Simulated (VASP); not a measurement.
# TlBr (Pm-3m) in VASP: notebook

Aim: see how the results for TlBr move with the level of theory and the settings. Levels: r2SCAN, PBE+D3(BJ), r2SCAN+rVV10, PBE. Tasks: single point, relaxation of cell and atoms.

Program: VASP 6.6.1. These are calculated values, not measurements. Logs are shortened: lines on timing, memory, paths and dates and some standing lists are left out, and cuts for length are marked.

## 1. The cell of the first run

Symmetry: Pm-3m, No. 221, cubic system. Conventional cell: a = 3.945 Å, b = 3.945 Å, c = 3.945 Å, α = 90.00°, β = 90.00°, γ = 90.00°. Within 4.5 Å of Tl (site symmetry m-3m) lie 8 Br at 3.42 Å and 6 Tl at 3.95 Å. Br (site symmetry m-3m) has 8 Tl at 3.42 Å and 6 Br at 3.95 Å within 4.5 Å.

## 2. Single point, r2SCAN

The input, POSCAR:

```
TlBr
1.0
    3.9451847160      0.0000000000      0.0000000000
    0.0000000000      3.9451847160      0.0000000000
    0.0000000000      0.0000000000      3.9451847160
Tl Br
1 1
Direct
    0.0000000000      0.0000000000      0.0000000000
    0.5000000000      0.5000000000      0.5000000000
```

The input, INCAR.step1:

```
SYSTEM = TlBr
PREC = Accurate
ENCUT = 550
ISMEAR = 0
SIGMA = 0.01
LREAL = .False.
LASPH = .True.
NELM = 120
NBANDS = 17
GGA = PE
ALGO = Normal
EDIFF = 1E-5
LWAVE = .True.
LCHARG = .False.
GGA_COMPAT = .False.
```

The input, INCAR.step2:

```
SYSTEM = TlBr
PREC = Accurate
ENCUT = 550
EDIFF = 1E-6
ISMEAR = 0
SIGMA = 0.01
LREAL = .False.
LASPH = .True.
NELM = 120
ALGO = Normal
ISIF = 2
LWAVE = .False.
LCHARG = .True.
METAGGA = R2SCAN
LMIXTAU = .True.
LELF = .True.
LVHAR = .True.
NBANDS = 17
ISTART = 1
GGA_COMPAT = .False.
```

The input, KPOINTS:

```
Automatic mesh
0
Gamma
  6 6 6
  0 0 0
```

Potentials or basis: VASP PAW PBE potentials, release 64 (Tl_d, Br).

Run with:

```console
$ cat potpaw_PBE.64/Tl_d/POTCAR potpaw_PBE.64/Br/POTCAR > POTCAR
$ cp INCAR.step1 INCAR
$ mpirun -np 1 vasp_std > vasp.out
$ cp INCAR.step2 INCAR
$ mpirun -np 1 vasp_std > vasp.out
```

OUTCAR:

```text
SYSTEM = TlBr
   PREC = Accurate
   ENCUT = 550
   EDIFF = 1E-6
   ISMEAR = 0
   LREAL = .False.
   LASPH = .True.
   NELM = 120
   ISIF = 2
   METAGGA = R2SCAN
   ISTART = 1

 ion  position               nearest neighbor table
   1  0.000  0.000  0.000-   2 3.42   2 3.42   2 3.42   2 3.42   2 3.42   2 3.42   2 3.42   2 3.42

   2  0.500  0.500  0.500-   1 3.42   1 3.42   1 3.42   1 3.42   1 3.42   1 3.42   1 3.42   1 3.42

  LATTYP: Found a simple cubic cell.
 ALAT       =     3.9451847160

  Lattice vectors:

 A1 = (   3.9451847160,   0.0000000000,   0.0000000000)
 A2 = (   0.0000000000,   3.9451847160,   0.0000000000)
 A3 = (   0.0000000000,   0.0000000000,   3.9451847160)

Analysis of symmetry for initial positions (statically):
=====================================================================
 Subroutine PRICEL returns:
 Original cell was already a primitive cell.

 Routine SETGRP: Setting up the symmetry group for a
 simple cubic supercell.

 Subroutine GETGRP returns: Found 48 space group operations
 (whereof 48 operations were pure point group operations)
 out of a pool of 48 trial point group operations.

The static configuration has the point symmetry O_h .

Analysis of symmetry for dynamics (positions and initial velocities):
=====================================================================
 Subroutine PRICEL returns:
 Original cell was already a primitive cell.

 Routine SETGRP: Setting up the symmetry group for a
 simple cubic supercell.

 Subroutine GETGRP returns: Found 48 space group operations
 (whereof 48 operations were pure point group operations)
 out of a pool of 48 trial point group operations.

The dynamic configuration has the point symmetry O_h .

 Subroutine INISYM returns: Found 48 space group operations
 (whereof 48 operations are pure point group operations),
 and found     1 'primitive' translations

----------------------------------------------------------------------------------------

                                     Primitive cell

  volume of cell :      61.4048

  direct lattice vectors                    reciprocal lattice vectors
     3.945184716  0.000000000  0.000000000     0.253473556  0.000000000  0.000000000
[... 76 lines left out ...]
   LNONCOLLINEAR =      F non collinear calculations
   LSORBIT =      F    spin-orbit coupling
   LASPH  =      T    aspherical Exc in radial PAW
   ENCUT  =  550.0 eV  40.42 Ry    6.36 a.u.   7.54  7.54  7.54*2*pi/ulx,y,z
   NELM   =    120;   NELMIN=  2; NELMDL=  0     # of ELM steps
   EDIFF  = 0.1E-05   stopping-criterion for ELM
   LREAL  =      F    real-space projection
   EDIFFG = 0.1E-04   stopping-criterion for IOM
   NSW    =      0    number of steps for IOM
   IBRION =     -1    ionic relax: 0-MD 1-quasi-New 2-CG
   NFREE  =      0    steps in history (QN), initial steepest desc. (CG)
   ISIF   =      2    stress and relaxation
   ISYM   =      2    0-nonsym 1-usesym 2-fastsym
   POTIM  = 0.5000    time-step for ionic-motion
   TEBEG  =    0.0;   TEEND  =   0.0 temperature during run
   PSTRESS=    0.0 pullay stress
   NELECT =      20.0000    total number of electrons
   NUPDOWN=      -1.0000    fix difference up-down
   EMIN   =  10.00;   EMAX   =-10.00  energy-range for DOS
   EFERMI =   0.00;   METHOD = LEGACY
   ISMEAR =     0;   SIGMA  =   0.01  broadening in eV -4-tet -1-fermi 0-gaus
   EFERMI_NEDOS =   21; number of points for ismear=-14 and -15
   IALGO  =     38    algorithm
   IMIX   =      4    mixing-type and parameters
     AMIX     =   0.40;   BMIX     =  1.00
     AMIX_MAG =   1.60;   BMIX_MAG =  1.00
  volume/ion in A,a.u.               =      30.70       207.19
  Fermi-wavevector in a.u.,A,eV,Ry     =   1.126378  2.128546 17.262084  1.268727
  Thomas-Fermi vector in A             =   2.263059
   LORBIT       =      0    0 simple, 1 ext, 2 COOP (PROOUT), +10 PAW based schemes
   METAGGA = R2SCAN    functional components
   LHFCALC =     F    Hartree Fock is set to
   AEXX    =    0.0000 exact exchange contribution
   IVDW    =     0    specifies the selected vdW correction
   LEPSILON=     F    determine dielectric tensor
   LRPA    =     F    only Hartree local field effects (RPA)
 non-spin polarized calculation
 Gauss-broadening in eV      SIGMA  =   0.01
  energy-cutoff  :      550.00
  volume of cell :       61.40
 maximum number of plane-waves:      1856
   NGX = 15   NGY = 15   NGZ = 15

 number of electron      20.0000001 magnetization

 Free energy of the ion-electron system (eV)
  ---------------------------------------------------
  ext. energy  EPLUGINS =         0.00000000
  ---------------------------------------------------
  free energy    TOTEN  =       -68.37316583 eV

  energy without entropy =      -68.37316583  energy(sigma->0) =      -68.37316583

 E-fermi :   2.4426     XC(G=0):  -9.5588

 val. band max:        2.3762112004   @ k =   0.5000   0.0000   0.0000
 cond. band min:       4.6097031920   @ k =   0.5000   0.0000   0.0000
 fundamental gap:      2.2334919916
 Fermi energy:         2.4426236665

 k-point     1 :       0.0000    0.0000    0.0000
  band No.  band energies     occupation
      1     -12.0262      2.00000
      2      -8.1450      2.00000
      3      -8.1450      2.00000
      4      -7.9494      2.00000
      5      -7.9494      2.00000
      6      -7.9494      2.00000
[... 377 lines left out ...]
      4      -8.0973      2.00000
      5      -7.8944      2.00000
      6      -7.8944      2.00000
[... 9 lines left out ...]
     16      16.2828      0.00000
     17      19.8962      0.00000

------------------------ aborting loop because EDIFF is reached ----------------------------------------

  FORCE on cell =-STRESS in cart. coord.  units (eV):
  Direction    XX          YY          ZZ          XY          YZ          ZX
  --------------------------------------------------------------------------------------
  -------------------------------------------------------------------------------------
  Total        0.3968178      0.3968178      0.3968178      0.0000000      0.0000000      0.0000000
  in kB       10.3537991     10.3537991     10.3537991      0.0000000      0.0000000      0.0000000
  external PRESSURE =      10.3537991 kB  Pullay stress =       0.0000000 kB

 VOLUME and BASIS-vectors are now :
 -----------------------------------------------------------------------------
  energy-cutoff  :      550.00
  volume of cell :       61.40
      direct lattice vectors                 reciprocal lattice vectors
     3.945184716  0.000000000  0.000000000     0.253473556  0.000000000  0.000000000
     0.000000000  3.945184716  0.000000000     0.000000000  0.253473556  0.000000000
     0.000000000  0.000000000  3.945184716     0.000000000  0.000000000  0.253473556

 POSITION                                       TOTAL-FORCE (eV/Angst)
 -----------------------------------------------------------------------------------
      0.00000      0.00000      0.00000         0.000000      0.000000      0.000000
      1.97259      1.97259      1.97259         0.000000      0.000000      0.000000
 -----------------------------------------------------------------------------------
    total drift:                                0.000000     -0.000000     -0.000000

  FREE ENERGIE OF THE ION-ELECTRON SYSTEM (eV)
  ---------------------------------------------------
  free  energy   TOTEN  =       -68.3731658302 eV

  energy  without entropy=      -68.3731658302  energy(sigma->0) =      -68.37316583
```

OUTCAR.step1:

```text
SYSTEM = TlBr
   PREC = Accurate
   ENCUT = 550
   ISMEAR = 0
   LREAL = .False.
   LASPH = .True.
[... 615 lines left out ...]
      0.00000      0.00000      0.00000         0.000000      0.000000      0.000000
      1.97259      1.97259      1.97259         0.000000      0.000000      0.000000
 -----------------------------------------------------------------------------------
    total drift:                                0.000000     -0.000000     -0.000000

  FREE ENERGIE OF THE ION-ELECTRON SYSTEM (eV)
  ---------------------------------------------------
  free  energy   TOTEN  =        -5.5155838259 eV

  energy  without entropy=       -5.5155838259  energy(sigma->0) =       -5.51558383
```

OSZICAR.step1:

```text
N       E                     dE             d eps       ncg     rms          rms(c)
DAV:   1     0.979261882845E+02    0.97926E+02   -0.10053E+04   720   0.107E+03
DAV:   2    -0.201359794558E+01   -0.99940E+02   -0.96952E+02   830   0.226E+02
DAV:   3    -0.574403874260E+01   -0.37304E+01   -0.37201E+01   805   0.377E+01
DAV:   4    -0.576579088736E+01   -0.21752E-01   -0.21750E-01   855   0.335E+00
DAV:   5    -0.576601807776E+01   -0.22719E-03   -0.22719E-03   827   0.333E-01    0.293E+00
DAV:   6    -0.553819042033E+01    0.22783E+00   -0.34466E-01   722   0.295E+00    0.171E+00
DAV:   7    -0.551507614869E+01    0.23114E-01   -0.11339E-01   761   0.148E+00    0.890E-01
DAV:   8    -0.551573533543E+01   -0.65919E-03   -0.15000E-02   765   0.791E-01    0.170E-01
DAV:   9    -0.551547103205E+01    0.26430E-03   -0.10778E-03   762   0.184E-01    0.686E-02
DAV:  10    -0.551558299373E+01   -0.11196E-03   -0.24424E-04   757   0.810E-02    0.185E-02
DAV:  11    -0.551558382588E+01   -0.83215E-06   -0.25264E-05   658   0.344E-02
   1 F= -.55155838E+01 E0= -.55155838E+01  d E =-.275782E-80
```

Wall time 43 s (1 thread of Intel Xeon Platinum 8488C (Sapphire Rapids), shared host); peak memory 0.18 GiB.

Results:

| Property | Result |
| --- | --- |
| Free energy | -68.3732 eV |
| Pressure | 1.0 GPa |
| Band gap on the k mesh | 2.23 eV |

Caveat: the PAW data sets were made with another functional, which shifts forces and pressure a little; spin-orbit coupling is left out, which moves the levels of the heavy elements. A k mesh can miss the band edges.

## 3. Relaxation of cell and atoms, PBE+D3(BJ)

This run uses another cell than the first one, of 32.00 Å³/atom.

The input, INCAR:

```
SYSTEM = TlBr
PREC = Accurate
ENCUT = 500
EDIFF = 1E-7
ISMEAR = -1
SIGMA = 0.02
LREAL = .False.
LASPH = .True.
NELM = 120
ALGO = Normal
ISIF = 3
LWAVE = .False.
LCHARG = .False.
GGA = PE
IVDW = 12
IBRION = 2
NSW = 80
EDIFFG = -0.005
GGA_COMPAT = .False.
NELMIN = 4
```

KPOINTS is that of step 2.

The input, POSCAR:

```
TlBr
1.0
    3.9999066500      0.0000000000      0.0000000000
    0.0000000000      3.9999066500      0.0000000000
    0.0000000000      0.0000000000      3.9999066500
Tl Br
1 1
Direct
    0.0000000000      0.0000000000      0.0000000000
    0.5000000000      0.5000000000      0.5000000000
```

Potentials or basis: VASP PAW PBE potentials, release 64 (Tl_d, Br).

Run with:

```console
$ cat potpaw_PBE.64/Tl_d/POTCAR potpaw_PBE.64/Br/POTCAR > POTCAR
$ mpirun -np 1 vasp_std > vasp.out
```

It took 33 s on 1 thread of Intel Xeon Platinum 8488C (Sapphire Rapids), shared host; peak memory 0.19 GiB.

It converged, with:

- Free energy: -6.0804 eV
- Relaxed volume: 31.43 Å³/atom
- Relaxed cell: a = 3.976 Å, b = 3.976 Å, c = 3.976 Å, α = 90.00°, β = 90.00°, γ = 90.00°
- Space group after relaxing (to 0.1 Å): Pm-3m (No. 221)
- Energy gained by relaxing: 0.2 meV/atom
- Ionic steps: 6
- Pressure after relaxing: 0.0 GPa
- Band gap on the k mesh: 1.85 eV
- Dispersion energy per atom: -0.275 eV

The path:
```
step  energy change (eV)  largest force (eV/Å)  pressure (GPa)  volume (Å³)
   1              0.0000                0.0000           -0.08        64.00
   2             -0.0001                0.0000           -0.09        63.85
   3             -0.0003                0.0000           -0.08        63.44
   4             -0.0004                0.0000            0.10        62.61
   5             -0.0005                0.0000           -0.03        63.07
   6             -0.0005                0.0000            0.02        62.86
```

Final structure:
```cif
data_structure
_symmetry_space_group_name_H-M 'P 1'
_symmetry_Int_Tables_number 1
_cell_length_a 3.9761
_cell_length_b 3.9761
_cell_length_c 3.9761
_cell_angle_alpha 90.000
_cell_angle_beta 90.000
_cell_angle_gamma 90.000
_cell_volume 62.86
loop_
_atom_site_label
_atom_site_type_symbol
_atom_site_fract_x
_atom_site_fract_y
_atom_site_fract_z
_atom_site_occupancy
Tl1 Tl 0.00000 0.00000 0.00000 1
Br1 Br 0.50000 0.50000 0.50000 1
```

Levels at points of the mesh, in eV from the valence-band top:
| k point | band 7 | band 8 | band 9 | band 10 | band 11 | band 12 | band 13 | band 14 |
| --- | --- | --- | --- | --- | --- | --- | --- | --- |
| (0.00, 0.00, 0.00) | -4.66 | -1.32 | -1.32 | -1.32 | 7.01 | 7.01 | 7.24 | 7.24 |
| (0.50, 0.00, 0.00) | -5.55 | -0.81 | -0.81 | 0.00 | 1.85 | 5.77 | 5.77 | 8.00 |
| (0.50, 0.50, 0.00) | -3.75 | -2.95 | -2.95 | -0.73 | 4.88 | 4.88 | 7.40 | 7.70 |
| (0.50, 0.50, 0.50) | -2.75 | -1.93 | -1.93 | -1.93 | 2.13 | 2.13 | 2.13 | 12.84 |

Caveat: spin-orbit coupling is left out, which moves the levels of the heavy elements. A k mesh can miss the band edges.

## 4. Relaxation of cell and atoms, r2SCAN+rVV10

This run uses another cell than the first one, of 32.00 Å³/atom.

POSCAR is that of step 3.

The input, INCAR.step1:

```
PREC = Accurate
ENCUT = 550
ISMEAR = -1
SIGMA = 0.02
LREAL = False
LASPH = True
NELM = 120
GGA = PE
ALGO = Normal
EDIFF = 1E-5
LWAVE = True
LCHARG = False
GGA_COMPAT = False
IBRION = 2
ISIF = 3
EDIFFG = -0.005
NELMIN = 4
NSW = 100
```

The input, INCAR.step2:

```
PREC = Accurate
ENCUT = 550
EDIFF = 1E-7
ISMEAR = -1
SIGMA = 0.02
LREAL = False
LASPH = True
NELM = 120
ALGO = Normal
ISIF = 3
LWAVE = False
LCHARG = False
METAGGA = R2SCAN
LMIXTAU = True
LUSE_VDW = True
IVDW_NL = 2
BPARAM = 11.95
CPARAM = 0.0093
IBRION = 2
NSW = 80
EDIFFG = -0.005
ISTART = 1
GGA_COMPAT = False
NELMIN = 4
```

The input, KPOINTS:

```
Automatic mesh
0
Gamma
  6 6 6
```

Run with:

```console
$ cat potpaw_PBE.64/Tl_d/POTCAR potpaw_PBE.64/Br/POTCAR > POTCAR
$ cp INCAR.step1 INCAR
$ mpirun -np 1 vasp_std > vasp.out
$ cp INCAR.step2 INCAR
$ mpirun -np 1 vasp_std > vasp.out
```

Wall time 3.1 min (1 thread of Intel Xeon Platinum 8488C (Sapphire Rapids), shared host); peak memory 0.33 GiB.

The run converged. Its results:

```
Free energy                           : -67.7982 eV
Relaxed volume                        : 30.89 Å³/atom
Relaxed cell                          : a = 3.953 Å, b = 3.953 Å, c = 3.953 Å, α = 90.00°, β = 90.00°, γ = 90.00°
Space group after relaxing (to 0.1 Å) : Pm-3m (No. 221)
Energy gained by relaxing             : 3.3 meV/atom
Ionic steps                           : 3
Pressure after relaxing               : 0.0 GPa
Band gap on the k mesh                : 2.20 eV
```

Step by step:
| step | energy change (eV) | largest force (eV/Å) | pressure (GPa) | volume (Å³) |
| --- | --- | --- | --- | --- |
| 1 | 0.0000 | 0.0000 | -0.91 | 64.00 |
| 2 | -0.0062 | 0.0000 | -0.26 | 62.33 |
| 3 | -0.0066 | 0.0000 | 0.00 | 61.77 |

Final structure:
```cif
data_structure
_symmetry_space_group_name_H-M 'P 1'
_symmetry_Int_Tables_number 1
_cell_length_a 3.9530
_cell_length_b 3.9530
_cell_length_c 3.9530
_cell_angle_alpha 90.000
_cell_angle_beta 90.000
_cell_angle_gamma 90.000
_cell_volume 61.77
loop_
_atom_site_label
_atom_site_type_symbol
_atom_site_fract_x
_atom_site_fract_y
_atom_site_fract_z
_atom_site_occupancy
Tl1 Tl 0.00000 0.00000 0.00000 1
Br1 Br 0.50000 0.50000 0.50000 1
```

Levels at points of the mesh, in eV from the valence-band top:
| k point | band 8 | band 9 | band 10 | band 11 | band 12 | band 13 |
| --- | --- | --- | --- | --- | --- | --- |
| (0.00, 0.00, 0.00) | -1.47 | -1.47 | -1.47 | 7.43 | 7.43 | 7.78 |
| (0.50, 0.00, 0.00) | -0.95 | -0.95 | 0.00 | 2.20 | 6.20 | 6.20 |
| (0.50, 0.50, 0.00) | -3.15 | -3.15 | -0.87 | 5.26 | 5.26 | 7.93 |
| (0.50, 0.50, 0.50) | -2.12 | -2.12 | -2.12 | 2.38 | 2.38 | 2.38 |

Caveat: the PAW data sets were made with another functional, which shifts forces and pressure a little; spin-orbit coupling is left out, which moves the levels of the heavy elements.

## 5. Single point, PBE, non-collinear spin, zero start, spin-orbit coupling

The input, INCAR:

```
PREC = Accurate ; ENCUT = 500
EDIFF = 1E-6 ; ISMEAR = 0
SIGMA = 0.01 ; LREAL = F
LASPH = T ; NELM = 200
ALGO = Normal ; ISIF = 2
LWAVE = F ; LCHARG = T
LNONCOLLINEAR = T ; MAGMOM = 0 0 0 0 0 0
LORBIT = 11 ; LSORBIT = T
GGA_COMPAT = F ; LORBMOM = T
GGA = PE ; LVHAR = T
NBANDS = 32
```

KPOINTS is that of step 4.

The input, POSCAR:

```
TlBr
1.0
    3.9451847160      0.0000000000      0.0000000000
    0.0000000000      3.9451847160      0.0000000000
    0.0000000000      0.0000000000      3.9451847160
Tl Br
1 1
Direct
    0.0000000000      0.0000000000      0.0000000000
    0.5000000000      0.5000000000      0.5000000000
```

Run with:

```console
$ cat potpaw_PBE.64/Tl_d/POTCAR potpaw_PBE.64/Br/POTCAR > POTCAR
$ mpirun -np 1 vasp_ncl > vasp.out
```

Wall time 48 s (1 thread of Intel Xeon Platinum 8488C (Sapphire Rapids), shared host); peak memory 0.3 GiB.

The run converged. Its results:

```
Free energy                                           : -5.7322 eV
Pressure                                              : 1.8 GPa
Net moment                                            : 0.00 μB per cell
Valence electrons inside the program's atomic spheres : Tl 11.12; Br 4.85
```

Moments on the atoms (μB; x, y, z):
```
Tl  0.00 0.00 0.00
Br  0.00 0.00 0.00
```

## 6. The runs side by side

```tsv
task	level	spin	cell	cutoff (eV)	smearing	gap on the mesh (eV)	pressure (GPa)	relaxed volume (Å³/atom)
single point	r2SCAN	off	a = 3.945 Å, 2 atoms	550	gaussian 0.01 eV	2.23	1.0	-
relaxation of cell and atoms	PBE+D3(BJ)	off	relaxed from a = 4.000 Å, 2 atoms	500	fermi-dirac 0.02 eV	1.85	0.0	31.43
relaxation of cell and atoms	r2SCAN+rVV10	off	relaxed from a = 4.000 Å, 2 atoms	550	fermi-dirac 0.02 eV	2.20	0.0	30.89
single point	PBE	non-collinear, zero start, SOC	a = 3.945 Å, 2 atoms	500	gaussian 0.01 eV	-	1.8	-
```

Alike in all rows: potentials or basis VASP PAW PBE potentials, release 64 (Tl_d, Br); k mesh 6 × 6 × 6.

Caveats: spin-orbit coupling is left out, which moves the levels of the heavy elements (at least some runs); the PAW data sets were made with another functional, which shifts forces and pressure a little (at least some runs).

Total energies depend on the potentials used, so only differences within one code and one set of settings carry meaning.
